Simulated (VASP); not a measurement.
# Ca2P3 (P4/mbm) in VASP: notebook

The runs below take Ca2P3 through single point, relaxation of cell and atoms, with PBE.

Everything below comes from runs of VASP 6.6.1. Logs are shortened: lines on timing, memory, paths and dates and some standing lists are left out, and cuts for length are marked.

### Step 1. The cell of the first run

The structure is tetragonal, space group P4/mbm (No. 127). The conventional cell has a = 7.977 Å, b = 7.977 Å, c = 4.007 Å, α = 90.00°, β = 90.00°, γ = 90.00°. Within 3.6 Å of Ca (site symmetry m2m) lie 1 Ca at 2.71 Å and 8 P at 3.02 to 3.18 Å. P (site symmetry 4/m) has 4 Ca at 3.18 Å and 10 P at 3.55 to 4.01 Å within 4.2 Å. Within 4.2 Å of P (site symmetry m2m) lie 6 Ca at 3.02 to 3.16 Å and 11 P at 3.55 to 4.14 Å.

### Step 2. Single point, PBE

The input, INCAR:

```
SYSTEM = Ca2P3
PREC     = Accurate       ! precision mode
ENCUT    = 520            ! plane-wave cutoff, eV
EDIFF    = 1E-6           ! SCF threshold, eV
ISMEAR   = 0              ! smearing method
SIGMA    = 0.1            ! smearing width, eV
LREAL    = .FALSE.        ! projectors in reciprocal space
LASPH    = .TRUE.         ! aspherical terms in the spheres
NELM     = 60             ! most SCF steps
ALGO     = Normal         ! electronic algorithm
ISIF     = 2              ! what is computed and relaxed
LWAVE    = .FALSE.        ! write WAVECAR
LCHARG   = .FALSE.        ! write CHGCAR
GGA      = PE             ! functional
NBANDS   = 46             ! bands
```

The input, KPOINTS:

```
Automatic mesh
0
G
  2 2 4
  0 0 0
```

The input, POSCAR:

```
Ca2P3
1.0
    7.9766463559      0.0000000000      0.0000000000
    0.0000000000      7.9766463559      0.0000000000
    0.0000000000      0.0000000000      4.0073177774
Ca P
4 6
Direct
    0.3800000000      0.8800000000      0.0000000000
    0.1200000000      0.3800000000      0.0000000000
    0.6200000000      0.1200000000      0.0000000000
    0.8800000000      0.6200000000      0.0000000000
    0.0000000000      0.0000000000      0.0000000000
    0.5000000000      0.5000000000      0.0000000000
    0.1800000000      0.6800000000      0.5000000000
    0.3200000000      0.1800000000      0.5000000000
    0.8200000000      0.3200000000      0.5000000000
    0.6800000000      0.8200000000      0.5000000000
```

Potentials or basis: VASP PAW PBE potentials, release 64 (Ca_sv, P).

On the command line:

```console
> cat potpaw_PBE.64/Ca_sv/POTCAR potpaw_PBE.64/P/POTCAR > POTCAR
> mpirun -np 1 vasp_std > vasp.out
```

OUTCAR:

```text
SYSTEM = Ca2P3
   PREC = Accurate
   ENCUT = 520
   EDIFF = 1E-6
   ISMEAR = 0
   LREAL = .FALSE.
   LASPH = .TRUE.
   NELM = 60
   ISIF = 2
   GGA = PE

 ion  position               nearest neighbor table
   1  0.380  0.880  0.000-   3 2.71   7 3.02   7 3.02
   2  0.120  0.380  0.000-   4 2.71   8 3.02   8 3.02
   3  0.620  0.120  0.000-   1 2.71   9 3.02   9 3.02
   4  0.880  0.620  0.000-   2 2.71  10 3.02  10 3.02
   5  0.000  0.000  0.000-
   6  0.500  0.500  0.000-
   7  0.180  0.680  0.500-   1 3.02   1 3.02
   8  0.320  0.180  0.500-   2 3.02   2 3.02
   9  0.820  0.320  0.500-   3 3.02   3 3.02
  10  0.680  0.820  0.500-   4 3.02   4 3.02

  LATTYP: Found a simple tetragonal cell.
 ALAT       =     7.9766463559
 C/A-ratio  =     0.5023812764

  Lattice vectors:

 A1 = (   7.9766463559,   0.0000000000,   0.0000000000)
 A2 = (   0.0000000000,   7.9766463559,   0.0000000000)
 A3 = (   0.0000000000,   0.0000000000,   4.0073177774)

Analysis of symmetry for initial positions (statically):
=====================================================================
 Subroutine PRICEL returns:
 Original cell was already a primitive cell.

 Routine SETGRP: Setting up the symmetry group for a
 simple tetragonal supercell.

 Subroutine GETGRP returns: Found 16 space group operations
 (whereof  8 operations were pure point group operations)
 out of a pool of 16 trial point group operations.

The static configuration has the point symmetry C_4h.
 The point group associated with its full space group is D_4h.

Analysis of symmetry for dynamics (positions and initial velocities):
=====================================================================
 Subroutine PRICEL returns:
 Original cell was already a primitive cell.

 Routine SETGRP: Setting up the symmetry group for a
 simple tetragonal supercell.

 Subroutine GETGRP returns: Found 16 space group operations
 (whereof  8 operations were pure point group operations)
 out of a pool of 16 trial point group operations.

The dynamic configuration has the point symmetry C_4h.
 The point group associated with its full space group is D_4h.

 Subroutine INISYM returns: Found 16 space group operations
 (whereof  8 operations are pure point group operations),
 and found     1 'primitive' translations

[... 101 lines left out ...]
   ISYM   =      2    0-nonsym 1-usesym 2-fastsym
   POTIM  = 0.5000    time-step for ionic-motion
   TEBEG  =    0.0;   TEEND  =   0.0 temperature during run
   PSTRESS=    0.0 pullay stress
   NELECT =      70.0000    total number of electrons
   NUPDOWN=      -1.0000    fix difference up-down
   EMIN   =  10.00;   EMAX   =-10.00  energy-range for DOS
   EFERMI =   0.00;   METHOD = LEGACY
   ISMEAR =     0;   SIGMA  =   0.10  broadening in eV -4-tet -1-fermi 0-gaus
   EFERMI_NEDOS =   21; number of points for ismear=-14 and -15
   IALGO  =     38    algorithm
   IMIX   =      4    mixing-type and parameters
     AMIX     =   0.40;   BMIX     =  1.00
     AMIX_MAG =   1.60;   BMIX_MAG =  1.00
  volume/ion in A,a.u.               =      25.50       172.06
  Fermi-wavevector in a.u.,A,eV,Ry     =   1.064003  2.010673 15.403177  1.132102
  Thomas-Fermi vector in A             =   2.199506
   LORBIT       =      0    0 simple, 1 ext, 2 COOP (PROOUT), +10 PAW based schemes
   GGA     = PE    functional components
   LHFCALC =     F    Hartree Fock is set to
   AEXX    =    0.0000 exact exchange contribution
   IVDW    =     0    specifies the selected vdW correction
   LEPSILON=     F    determine dielectric tensor
   LRPA    =     F    only Hartree local field effects (RPA)
 non-spin polarized calculation
 Gauss-broadening in eV      SIGMA  =   0.10
  energy-cutoff  :      520.00
  volume of cell :      254.97
 maximum number of plane-waves:      6888
 NGX is ok and might be reduce to    60
   NGX = 29   NGY = 29   NGZ = 15

 number of electron      70.0000003 magnetization

 Free energy of the ion-electron system (eV)
  ---------------------------------------------------
  ext. energy  EPLUGINS =         0.00000000
  ---------------------------------------------------
  free energy    TOTEN  =       -39.98873883 eV

  energy without entropy =      -39.95378777  energy(sigma->0) =      -39.97126330

 E-fermi :   3.0006     XC(G=0):  -9.1147

 val. band max:        2.9863055049   @ k =   0.5000   0.0000   0.5000
 cond. band min:       3.0355147393   @ k =   0.0000   0.0000   0.0000
 fundamental gap:      0.0492092344
 Fermi energy:         3.0005508486

 k-point     1 :       0.0000    0.0000    0.0000
  band No.  band energies     occupation
      1     -37.5532      2.00000
      2     -37.5516      2.00000
      3     -37.3930      2.00000
      4     -37.3930      2.00000
      5     -19.1160      2.00000
      6     -19.1004      2.00000
[... 430 lines left out ...]
     45       6.8452      0.00000
     46       6.8454      0.00000

------------------------ aborting loop because EDIFF is reached ----------------------------------------

  FORCE on cell =-STRESS in cart. coord.  units (eV):
  Direction    XX          YY          ZZ          XY          YZ          ZX
  --------------------------------------------------------------------------------------
  -------------------------------------------------------------------------------------
  Total      -10.2213611    -10.2213611    -11.2413198      0.0000000      0.0000000      0.0000000
  in kB      -64.2280673    -64.2280673    -70.6371917      0.0000000      0.0000000      0.0000000
  external PRESSURE =     -66.3644421 kB  Pullay stress =       0.0000000 kB

 VOLUME and BASIS-vectors are now :
 -----------------------------------------------------------------------------
  energy-cutoff  :      520.00
  volume of cell :      254.97
      direct lattice vectors                 reciprocal lattice vectors
     7.976646356  0.000000000  0.000000000     0.125365969  0.000000000  0.000000000
     0.000000000  7.976646356  0.000000000     0.000000000  0.125365969  0.000000000
     0.000000000  0.000000000  4.007317777     0.000000000  0.000000000  0.249543474

 POSITION                                       TOTAL-FORCE (eV/Angst)
 -----------------------------------------------------------------------------------
      3.03113      7.01945      0.00000        -1.627537     -1.627537      0.000000
      0.95720      3.03113      0.00000         1.627537     -1.627537      0.000000
      4.94552      0.95720      0.00000         1.627537      1.627537      0.000000
      7.01945      4.94552      0.00000        -1.627537      1.627537     -0.000000
      0.00000      0.00000      0.00000         0.000000      0.000000      0.000000
      3.98832      3.98832      0.00000         0.000000      0.000000      0.000000
      1.43580      5.42412      2.00366         0.213432      0.213432      0.000000
      2.55253      1.43580      2.00366        -0.213432      0.213432      0.000000
      6.54085      2.55253      2.00366        -0.213432     -0.213432      0.000000
      5.42412      6.54085      2.00366         0.213432     -0.213432     -0.000000
 -----------------------------------------------------------------------------------
    total drift:                               -0.000000     -0.000000     -0.000000

  FREE ENERGIE OF THE ION-ELECTRON SYSTEM (eV)
  ---------------------------------------------------
  free  energy   TOTEN  =       -39.9887388277 eV

  energy  without entropy=      -39.9537877721  energy(sigma->0) =      -39.97126330
```

stdout:

```text
POSCAR found type information on POSCAR CaP
 POSCAR found :  2 types and      10 ions
 scaLAPACK will be used
 LDA part: xc-table for (Slater+PW92), standard interpolation
 POSCAR, INCAR and KPOINTS ok, starting setup
 FFT: planning ... GRIDC
 FFT: planning ... GRID_SOFT
 FFT: planning ... GRID
 WAVECAR not read
 entering main loop
```

Wall time 94 s (1 thread of AMD EPYC 7R43 (Zen 3), shared host); peak memory 0.31 GiB.

What came out:

```yaml
Free_energy: -39.9887 eV
Pressure: -6.6 GPa
Largest_force: 2.302 eV/Å
Band_gap_on_the_k_mesh: zero (bands 35 and 36 overlap by 1.33 eV)
```

Forces on the atoms (eV/Å):
```
Ca  -1.628 -1.628  0.000
Ca   1.628 -1.628  0.000
Ca   1.628  1.628  0.000
Ca  -1.628  1.628  0.000
P    0.000  0.000  0.000
P    0.000  0.000  0.000
P    0.213  0.213  0.000
P   -0.213  0.213  0.000
P   -0.213 -0.213  0.000
P    0.213 -0.213  0.000
```

Caveat: the k points lie up to 0.39 Å⁻¹ apart, too coarse for converged energies and pressures of a metal; forces of over 1 eV/Å act on the atoms, so gaps and moduli don't describe the material at rest.

### Step 3. Single point, PBE

This run uses another cell than the first one, of 21.88 Å³/atom.

The input, INCAR:

```
PREC = Accurate ; ENCUT = 520
EDIFF = 1E-6 ; ISMEAR = 0
SIGMA = 0.1 ; LREAL = False
LASPH = True ; NELM = 60
ALGO = Normal ; ISIF = 2
LWAVE = False ; LCHARG = False
GGA = PE ; NBANDS = 46
```

The input, KPOINTS:

```
Automatic mesh
0
Gamma
  2 2 4
```

The input, POSCAR:

```
Ca2P3
1.0
    7.4773878957      0.0000000000      0.0000000000
    0.0000000000      7.4773878957      0.0000000000
    0.0000000000      0.0000000000      3.9125999060
Ca P
4 6
Direct
    0.3562701867      0.8562701867      0.0000000000
    0.1437298133      0.3562701867      0.0000000000
    0.6437298133      0.1437298133      0.0000000000
    0.8562701867      0.6437298133      0.0000000000
    0.0000000000      0.0000000000      0.0000000000
    0.5000000000      0.5000000000      0.0000000000
    0.1716721096      0.6716721096      0.5000000000
    0.3283278904      0.1716721096      0.5000000000
    0.8283278904      0.3283278904      0.5000000000
    0.6716721096      0.8283278904      0.5000000000
```

Potentials or basis: VASP PAW PBE potentials, release 64 (Ca_sv, P).

On the command line:

```console
> cat potpaw_PBE.64/Ca_sv/POTCAR potpaw_PBE.64/P/POTCAR > POTCAR
> mpirun -np 1 vasp_std > vasp.out
```

Run time: 78 s. Hardware: 1 thread of AMD EPYC 7R43 (Zen 3), shared host; peak memory 0.28 GiB.

Results (log left out):

- Free energy: -41.9867 eV
- Pressure: 0.1 GPa
- Largest force: 0.031 eV/Å
- Band gap on the k mesh: zero (bands 35 and 36 overlap by 1.11 eV)

Forces in eV/Å, atoms in the order of the input:
```
Ca  -0.022 -0.022  0.000
Ca   0.022 -0.022  0.000
Ca   0.022  0.022  0.000
Ca  -0.022  0.022  0.000
P    0.000  0.000  0.000
P    0.000  0.000  0.000
P    0.008  0.008  0.000
P   -0.008  0.008  0.000
P   -0.008 -0.008  0.000
P    0.008 -0.008  0.000
```

Levels at points of the mesh, in eV from the Fermi level:
```tsv
k point	band 31	band 32	band 33	band 34	band 35	band 36	band 37	band 38
(0.00, 0.00, 0.00)	-0.56	-0.33	-0.33	-0.26	-0.26	-0.09	0.06	1.76
(0.50, 0.00, 0.00)	-0.48	-0.48	-0.33	-0.33	0.88	0.88	0.93	0.93
(0.50, 0.50, 0.00)	-0.89	-0.89	-0.40	-0.40	0.27	0.27	1.34	1.34
(0.00, 0.00, 0.50)	-1.53	-1.47	-1.47	-0.26	0.41	0.41	0.47	0.47
(0.50, 0.00, 0.50)	-0.64	-0.64	-0.54	-0.54	-0.09	-0.09	-0.06	-0.06
(0.50, 0.50, 0.50)	-1.16	-1.16	-1.07	-1.07	-0.23	-0.23	0.44	0.44
```

Caveat: the k points lie up to 0.42 Å⁻¹ apart, too coarse for converged energies and pressures of a metal.

### Step 4. Single point, PBE

This run uses another cell than the first one, of 21.91 Å³/atom.

The input, INCAR:

```
SYSTEM = Ca2P3
PREC = Accurate
ENCUT = 520
EDIFF = 1E-6
ISMEAR = 0
SIGMA = 0.1
LREAL = .FALSE.
LASPH = .TRUE.
NELM = 100
ALGO = Normal
ISIF = 2
LWAVE = .FALSE.
LCHARG = .FALSE.
GGA = PE
NBANDS = 46
```

The input, KPOINTS:

```
Automatic mesh
0
G
  4 4 4
  0 0 0
```

The input, POSCAR:

```
Ca2P3
1.0
    7.4703304396      0.0000000000      0.0000000000
    0.0000000000      7.4703304396      0.0000000000
    0.0000000000      0.0000000000      3.9260828049
Ca P
4 6
Direct
    0.3545951758      0.8545951758      0.0000000000
    0.1454048242      0.3545951758      0.0000000000
    0.6454048242      0.1454048242      0.0000000000
    0.8545951758      0.6454048242      0.0000000000
    0.0000000000      0.0000000000      0.0000000000
    0.5000000000      0.5000000000      0.0000000000
    0.1702561360      0.6702561360      0.5000000000
    0.3297438640      0.1702561360      0.5000000000
    0.8297438640      0.3297438640      0.5000000000
    0.6702561360      0.8297438640      0.5000000000
```

On the command line:

```console
> cat potpaw_PBE.64/Ca_sv/POTCAR potpaw_PBE.64/P/POTCAR > POTCAR
> mpirun -np 1 vasp_std > vasp.out
```

Run time: 2.7 min. Hardware: 1 thread of AMD EPYC 7R43 (Zen 3), shared host; peak memory 0.33 GiB.

It converged, with:

| Item | Value |
| --- | --- |
| Free energy | -41.9578 eV |
| Pressure | 0.2 GPa |
| Largest force | 0.019 eV/Å |
| Band gap on the k mesh | zero (bands 35 and 36 overlap by 1.08 eV) |

Forces in eV/Å, atoms in the order of the input:
```
Ca   0.013  0.013  0.000
Ca  -0.013  0.013  0.000
Ca  -0.013 -0.013  0.000
Ca   0.013 -0.013  0.000
P    0.000  0.000  0.000
P    0.000  0.000  0.000
P   -0.009 -0.009  0.000
P    0.009 -0.009  0.000
P    0.009  0.009  0.000
P   -0.009  0.009  0.000
```

Levels at points of the mesh, in eV from the Fermi level:
```
           k point  band 32  band 33  band 34  band 35  band 36  band 37
(0.00, 0.00, 0.00)    -0.33    -0.33    -0.28    -0.28    -0.10     0.05
(0.50, 0.00, 0.00)    -0.51    -0.33    -0.33     0.86     0.86     0.91
(0.50, 0.50, 0.00)    -0.91    -0.44    -0.44     0.29     0.29     1.33
(0.00, 0.00, 0.50)    -1.47    -1.47    -0.23     0.41     0.41     0.48
(0.50, 0.00, 0.50)    -0.64    -0.51    -0.51    -0.11    -0.11    -0.08
(0.50, 0.50, 0.50)    -1.15    -1.07    -1.07    -0.20    -0.20     0.41
```

Caveat: the k points lie up to 0.40 Å⁻¹ apart, too coarse for converged energies and pressures of a metal.

### Step 5. Relaxation of cell and atoms, PBE

The input, INCAR:

```
SYSTEM = Ca2P3
  ALGO = Normal
  EDIFF = 1E-7
  EDIFFG = -0.04
  ENCUT = 600
  GGA = PE
  IBRION = 2
  ISIF = 3
  ISMEAR = 0
  LASPH = .True.
  LCHARG = .False.
  LREAL = .False.
  LWAVE = .False.
  NELM = 80
  NSW = 90
  PREC = Accurate
  SIGMA = 0.1
```

The input, KPOINTS:

```
k-points
0
Gamma
  2 2 4
  0 0 0
```

The input, POSCAR:

```
Ca2P3
1.0
    7.9766463559      0.0000000000      0.0000000000
    0.0000000000      7.9766463559      0.0000000000
    0.0000000000      0.0000000000      4.0073177774
Ca P
4 6
Direct
    0.3800000000      0.8800000000      0.0000000000
    0.1200000000      0.3800000000      0.0000000000
    0.6200000000      0.1200000000      0.0000000000
    0.8800000000      0.6200000000      0.0000000000
    0.0000000000      0.0000000000      0.0000000000
    0.5000000000      0.5000000000      0.0000000000
    0.1800000000      0.6800000000      0.5000000000
    0.3200000000      0.1800000000      0.5000000000
    0.8200000000      0.3200000000      0.5000000000
    0.6800000000      0.8200000000      0.5000000000
```

On the command line:

```console
> cat potpaw_PBE.64/Ca_sv/POTCAR potpaw_PBE.64/P/POTCAR > POTCAR
> mpirun -np 1 vasp_std > vasp.out
```

It took 20 min on 1 thread of AMD EPYC 7R43 (Zen 3), shared host; peak memory 0.41 GiB.

Results (log left out):

| Quantity | Value |
| --- | --- |
| Free energy | -41.9897 eV |
| Relaxed volume | 21.91 Å³/atom |
| Relaxed cell | a = 7.482 Å, b = 7.482 Å, c = 3.913 Å, α = 90.00°, β = 90.00°, γ = 90.00° |
| Space group after relaxing (to 0.1 Å) | P4/mbm (No. 127) |
| Energy gained by relaxing | 200.1 meV/atom |
| Ionic steps | 11 |
| Pressure after relaxing | 0.1 GPa |
| Largest force after relaxing | 0.020 eV/Å |
| Band gap on the k mesh | zero (bands 35 and 36 overlap by 1.13 eV) |

Forces on the atoms (eV/Å):
```
Ca  -0.005 -0.005  0.000
Ca   0.005 -0.005  0.000
Ca   0.005  0.005  0.000
Ca  -0.005  0.005  0.000
P    0.000  0.000  0.000
P    0.000  0.000  0.000
P   -0.014 -0.014  0.000
P    0.014 -0.014  0.000
P    0.014  0.014  0.000
P   -0.014  0.014  0.000
```

Step by step:
| step | energy change (eV) | largest force (eV/Å) | pressure (GPa) | volume (Å³) |
| --- | --- | --- | --- | --- |
| 1 | 0.0000 | 2.3018 | -6.61 | 254.97 |
| 2 | -1.6866 | 0.9416 | -0.63 | 218.06 |
| 3 | -1.7369 | 0.5788 | 1.28 | 211.31 |
| 4 | -1.8660 | 0.3088 | 0.69 | 214.40 |
| 5 | -1.9417 | 0.3714 | 0.00 | 218.96 |
| 6 | -1.9427 | 0.3817 | -0.07 | 219.50 |
| 7 | -1.9731 | 0.1984 | -0.25 | 219.77 |
| 8 | -1.9811 | 0.1460 | -0.36 | 220.00 |
| 9 | -1.9937 | 0.0470 | 0.34 | 217.57 |
| 10 | -1.9938 | 0.0349 | 0.43 | 217.27 |
| 11 | -2.0007 | 0.0198 | 0.11 | 219.10 |

Final structure:
```
Ca P
1.0
     7.48238    0.00000    0.00000
     0.00000    7.48238    0.00000
     0.00000    0.00000    3.91348
Ca P
4 6
Direct
  0.35625 0.85625 0.00000
  0.14375 0.35625 0.00000
  0.64375 0.14375 0.00000
  0.85625 0.64375 0.00000
  0.00000 0.00000 0.00000
  0.50000 0.50000 0.00000
  0.17220 0.67220 0.50000
  0.32780 0.17220 0.50000
  0.82780 0.32780 0.50000
  0.67220 0.82780 0.50000
```

Levels at points of the mesh, in eV from the Fermi level:
```tsv
k point	band 32	band 33	band 34	band 35	band 36	band 37
(0.00, 0.00, 0.00)	-0.34	-0.34	-0.26	-0.26	-0.09	0.06
(0.50, 0.00, 0.00)	-0.47	-0.34	-0.34	0.89	0.89	0.93
(0.50, 0.50, 0.00)	-0.89	-0.40	-0.40	0.26	0.26	1.33
(0.00, 0.00, 0.50)	-1.47	-1.47	-0.26	0.41	0.41	0.47
(0.50, 0.00, 0.50)	-0.63	-0.54	-0.54	-0.09	-0.09	-0.06
(0.50, 0.50, 0.50)	-1.16	-1.07	-1.07	-0.24	-0.24	0.45
```

Caveat: the k points lie up to 0.42 Å⁻¹ apart in the final cell, too coarse for converged energies and pressures of a metal.

(Part 1 of 2 ends here.)
